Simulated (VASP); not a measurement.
**Al13B3N16: single point with PBEsol**

Crystal: Al13B3N16.

```
Al B N
1.0
     9.01494    0.00000    0.00000
     0.00000   10.40956    0.00000
     0.00000    0.00000    9.67057
Al B N
39 9 48
Direct
  0.16778 0.08382 0.24966
  0.99902 0.33374 0.75222
  0.33073 0.33410 0.24765
  0.33570 0.33526 0.74965
  0.16860 0.58358 0.25246
  0.99384 0.83545 0.24987
  0.99736 0.83539 0.74904
  0.83269 0.08627 0.25112
  0.83481 0.08066 0.75149
  0.66783 0.33324 0.24759
  0.66467 0.33453 0.74790
  0.50020 0.58252 0.24922
  0.50226 0.58132 0.74722
  0.33507 0.83094 0.25101
  0.32720 0.83383 0.74730
  0.83278 0.58438 0.74693
  0.66670 0.83368 0.24768
  0.66507 0.83296 0.75091
  0.00087 0.17141 0.50051
  0.99946 0.16848 0.00002
  0.33314 0.16768 0.50136
  0.33350 0.16633 0.00184
  0.16642 0.41634 0.49930
  0.16694 0.41501 0.99730
  0.99812 0.66855 0.49658
  0.99848 0.66615 0.99966
  0.66373 0.16694 0.00089
  0.50240 0.41754 0.49471
  0.33460 0.66692 0.99803
  0.16859 0.91600 0.50019
  0.16737 0.91844 0.99819
  0.83670 0.42123 0.49839
  0.83563 0.41600 0.00281
  0.67087 0.66922 0.50029
  0.67223 0.66855 0.99935
  0.50041 0.91775 0.49703
  0.49649 0.91358 0.99461
  0.83423 0.91844 0.49817
  0.83398 0.91419 0.00107
  0.16691 0.08174 0.75228
  0.00125 0.33133 0.24680
  0.50160 0.07842 0.24965
  0.50087 0.08421 0.74640
  0.16656 0.58211 0.74964
  0.83225 0.57942 0.25165
  0.66663 0.16527 0.49702
  0.49820 0.41963 0.99885
  0.33362 0.66704 0.50150
  0.00104 0.16741 0.18850
  0.00022 0.16479 0.68661
  0.33455 0.16991 0.18810
  0.33424 0.16710 0.68663
  0.16867 0.41438 0.18723
  0.16617 0.41510 0.68830
  0.00006 0.66746 0.18984
  0.00338 0.66839 0.68834
  0.66409 0.16761 0.18992
  0.66434 0.16566 0.69197
  0.49677 0.41363 0.19099
  0.49838 0.41642 0.68949
  0.33286 0.66935 0.19385
  0.33137 0.66734 0.68735
  0.16488 0.91736 0.18886
  0.16676 0.91735 0.68703
  0.83226 0.41733 0.18919
  0.83258 0.41789 0.68560
  0.66395 0.66701 0.18921
  0.66524 0.66787 0.68856
  0.50096 0.91680 0.18851
  0.50157 0.91883 0.68893
  0.83466 0.92083 0.18990
  0.83258 0.91808 0.69127
  0.16145 0.08545 0.44006
  0.16537 0.08217 0.93940
  0.00098 0.33344 0.43864
  0.99835 0.33258 0.93670
  0.49867 0.08232 0.44151
  0.50091 0.08027 0.93941
  0.33394 0.33001 0.44204
  0.33430 0.33205 0.93730
  0.16372 0.58175 0.44317
  0.16872 0.58401 0.94003
  0.00023 0.83158 0.43964
  0.00332 0.83107 0.93889
  0.83773 0.08168 0.43988
  0.83313 0.08137 0.94134
  0.67125 0.33400 0.43887
  0.66651 0.33245 0.93710
  0.49711 0.58064 0.44261
  0.50117 0.58576 0.93697
  0.33319 0.83054 0.44171
  0.33236 0.83198 0.94351
  0.83173 0.58110 0.43653
  0.83601 0.58077 0.93975
  0.66484 0.83638 0.43841
  0.66869 0.83257 0.93861
```

- Program: VASP 6.6.1
- Task: single point
- Functional: PBEsol
- Potentials or basis: VASP PAW PBE potentials, release 64 (Al, B, N)
- Cutoff: 520 eV
- k mesh: 1 × 1 × 1, shifted
- Occupations: fermi-dirac, width 0.05 eV
- Spin: no spin polarisation
- Dipole correction: no
- Further INCAR settings: LREAL = Auto; ALGO = Normal; EDIFF = 1e-06; NBANDS = 246

```
Pressure               : 7.6 GPa
Largest force          : 4.986 eV/Å
Band gap on the k mesh : 5.47 eV
```

Forces in eV/Å, atoms in the order of the input:
```
Al   0.422  0.011  0.450
Al   0.057 -0.128 -1.083
Al   0.483 -0.881  1.214
Al  -0.234 -0.379 -0.153
Al  -0.671 -0.334  0.125
Al   1.197 -0.495  0.019
Al   0.731 -0.155  0.182
Al  -0.508  0.153 -0.034
Al  -0.381  0.495 -0.094
Al  -0.758 -0.461  0.640
Al  -0.184 -0.111 -0.312
Al  -0.470 -0.201  0.270
Al  -0.989 -0.141 -0.203
Al  -0.750  1.200  0.042
Al   1.236  0.439  0.624
Al   0.705 -0.267  0.751
Al   0.580  0.399  0.473
Al   0.254  0.763 -0.462
Al  -0.295 -0.839 -0.420
Al  -0.240 -0.387 -0.668
Al  -0.354 -0.677 -0.884
Al   0.831 -0.280 -1.260
Al   0.739  0.104 -0.084
Al   0.001  0.390 -0.312
Al   0.766 -0.582  0.350
Al   0.491 -0.220 -0.241
Al  -0.088 -0.449 -0.522
Al  -0.670 -1.413  1.308
Al  -0.195 -0.414  0.681
Al  -0.682  0.637 -0.599
Al  -0.273 -0.708  0.287
Al  -0.149 -1.850 -0.400
Al  -0.593  0.298 -1.011
Al  -1.481  0.118 -0.848
Al  -0.299 -1.171 -0.074
Al   0.037 -0.344  0.820
Al   0.986  0.878  0.355
Al  -0.329 -0.408  0.633
Al   0.428  0.539 -0.435
B    0.122  0.027 -0.179
B    0.269  0.093  0.685
B    0.153  0.671  0.173
B    0.002 -0.304  0.453
B   -0.025  0.203 -0.094
B    0.380  0.243  0.146
B   -0.104  0.081  0.412
B    0.060 -0.448  0.003
B   -0.318 -0.280  0.470
N   -0.224  3.944  1.255
N    2.787 -0.910  2.309
N    2.354 -2.732  1.478
N   -0.028 -3.402  3.515
N   -3.851 -0.757  1.092
N   -0.105  3.456  1.613
N   -2.843 -1.881  1.297
N    2.159 -1.975  1.067
N   -2.534 -2.153  1.115
N   -2.678 -1.778 -2.521
N    0.779  1.195 -3.544
N    0.554  0.212 -0.831
N    0.314 -1.143 -1.298
N   -2.429 -1.960 -2.101
N    0.223 -0.167  0.350
N   -0.747  3.723  1.914
N    3.296  1.924  2.705
N    0.163 -0.165  0.596
N    3.213 -1.714  1.079
N    0.489  0.063  0.011
N   -0.330  3.573  0.991
N   -0.815  2.948  1.207
N   -0.815 -0.293 -0.007
N   -0.250 -0.823 -0.603
N    1.223 -0.797 -0.283
N    0.201  0.768 -3.619
N   -0.162  0.623 -3.684
N    0.263  0.074  0.913
N    3.303  2.127 -3.070
N   -0.493  0.431 -3.405
N   -0.027  1.074 -0.851
N    2.760  1.925  1.685
N    3.179  1.965  0.283
N   -0.377 -0.456 -3.412
N   -0.204  0.831 -0.030
N   -0.586  0.442  0.153
N   -3.266  2.513  0.951
N   -0.023  0.431  0.143
N   -0.316 -3.400  0.863
N   -2.392  2.049  1.738
N   -2.028  3.243  0.400
N    0.354 -3.493  1.575
N    0.279 -3.323  0.935
N   -0.317 -0.135 -1.379
N    0.127  1.118 -3.683
N   -0.424  0.212 -0.519
N    0.751 -0.748 -0.066
N   -0.400 -0.078  0.478
```

Stress tensor (GPa, compression positive):
```
 5.10 -0.51  0.02
-0.51  9.26 -0.53
 0.02 -0.53  8.33
```

Levels at points of the mesh, in eV from the valence-band top:
```
           k point  band 188  band 189  band 190  band 191  band 192  band 193  band 194  band 195  band 196  band 197
(0.50, 0.50, 0.50)     -0.13     -0.12     -0.09     -0.05      0.00      5.47      5.51      5.58      5.67      5.70
```

It took 6.1 min on 1 thread of Intel(R) Xeon(R) 6975P-C (Granite Rapids), on a shared host, peak memory 0.85 GiB.

Caveat: the k points lie up to 0.70 Å⁻¹ apart; the PAW data sets were made with another functional, which shifts forces and pressure a little; a shifted mesh leaves out Γ, where band edges can lie. A k mesh can miss the band edges.
